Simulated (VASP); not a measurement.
A run of VASP 6.6.1:

File INCAR:

```
SYSTEM = BP
ALGO = Normal
EDIFF = 1E-7
EDIFFG = -0.002
ENCUT = 450
GGA = PS
GGA_COMPAT = .False.
IBRION = 2
ISIF = 2
ISMEAR = 0
LASPH = .True.
LCHARG = .False.
LREAL = .False.
LWAVE = .False.
NELM = 120
NELMIN = 4
NSW = 60
PREC = Accurate
SIGMA = 0.02
```

KPOINTS

```
k-points
0
Gamma
  10 10 10
  0 0 0
```

Contents of POSCAR:

```
BP
1.0
    0.0000000000      2.2375332127      2.2662813426
    2.2375332127      0.0000000000      2.2662813426
    2.2375332127      2.2375332127      0.0000000000
B P
1 1
Direct
    0.0000000000      0.0000000000      0.0000000000
    0.2500000000      0.2500000000      0.2500000000
```

Potentials or basis: VASP PAW PBE potentials, release 64 (B, P).

Command:

```bash
$ cat potpaw_PBE.64/B/POTCAR potpaw_PBE.64/P/POTCAR > POTCAR
$ mpirun -np 1 vasp_std > vasp.out
```

Hardware: 1 thread of Intel(R) Xeon(R) 6975P-C (Granite Rapids), with other jobs on the host.

Estimate the wall time of this run.

Run time: 7 s on 1 thread of Intel(R) Xeon(R) 6975P-C (Granite Rapids), on a shared host, peak memory 0.14 GiB. Counts: scf iterations 13, k points 102, ion steps 1.
